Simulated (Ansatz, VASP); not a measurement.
# PdRu3Pt in VASP and in Ansatz

INCAR

```
PREC = Accurate
ENCUT = 520
EDIFF = 1E-7
ISMEAR = 0
SIGMA = 0.1
LREAL = False
LASPH = True
NELM = 150
ALGO = Fast
ISIF = 2
LWAVE = False
LCHARG = False
ISPIN = 2
MAGMOM = 1 1 1 1 0
LORBIT = 11
LMAXMIX = 4
GGA = PE
NBANDS = 43
```

Contents of KPOINTS:

```
Automatic mesh
0
Gamma
  4 4 4
```

File POSCAR:

```
PdRu3Pt
1.0
    4.6844775931      0.0000000000      0.0000000000
    0.0000000000      4.6844775931      0.0000000000
    0.0000000000      0.0000000000      4.6844775931
Ru Pd Pt
3 1 1
Direct
    0.0000000000      0.5000000000      0.5000000000
    0.5000000000      0.5000000000      0.0000000000
    0.5000000000      0.0000000000      0.5000000000
    0.0000000000      0.0000000000      0.0000000000
    0.5000000000      0.5000000000      0.5000000000
```

Input for Ansatz:

```yaml
crystal:
  lattice:
    - [4.6844775931, 0.0, 0.0]
    - [0.0, 4.6844775931, 0.0]
    - [0.0, 0.0, 4.6844775931]
  atoms:
    - { symbol: Ru, position: [0.0, 0.5, 0.5], spin: 1.0 }
    - { symbol: Ru, position: [0.5, 0.5, 0.0], spin: 1.0 }
    - { symbol: Ru, position: [0.5, 0.0, 0.5], spin: 1.0 }
    - { symbol: Pd, position: [0.0, 0.0, 0.0], spin: 1.0 }
    - { symbol: Pt, position: [0.5, 0.5, 0.5] }
basis:
  ecutwfc: 420
kpoints:
  mp_grid: { grid: [4, 4, 4] }
hamiltonian:
  xc: pbe
scf:
  occupations: { method: gaussian, width: 0.1 }
  lower_state_search: "off"
output:
  forces: true
  stress: true
  eigenvalues: true
  populations: true
magnetization:
  spin_polarized: true
```

Change from the starting cell: species swapped into the Mn3SnN type (Pm-3m, No. 221).

Alike in both runs: task single point; functional PBE; k mesh 4 × 4 × 4; occupations gaussian, width 0.1 eV; collinear spin.

|  | VASP | Ansatz |
| --- | --- | --- |
| version | VASP 6.6.1 | Ansatz 0.2.0 |
| potentials or method | VASP PAW PBE potentials, release 64 (Ru_pv, Pd, Pt), cutoff 520 eV | scalar-relativistic, plane waves, PAW |
| valence electrons in the cell | 62 | 84 |

|  | VASP | Ansatz | Ansatz less VASP |
| --- | --- | --- | --- |
| gap on the k mesh at the Fermi level (eV) | none | none | - |
| pressure (GPa) | 1.7 | 1.8 | +0.13 |
| net moment per atom (μB) | 0.76 | 0.77 | +0.007 |
| size of the moment on the site where the two differ most (μB) | 1.16 | 1.03 | -0.133 |

Site moments also hang on the region over which each program counts them. A gap of «none» marks a metal or a gap that the smearing closes. The functional is the same, so the differences come from potentials, cutoffs and numerics. VASP's potentials hold 62 valence electrons a cell and Ansatz's 84, so a difference there can come from the potentials and not from the codes.

Spin-orbit coupling is off throughout.
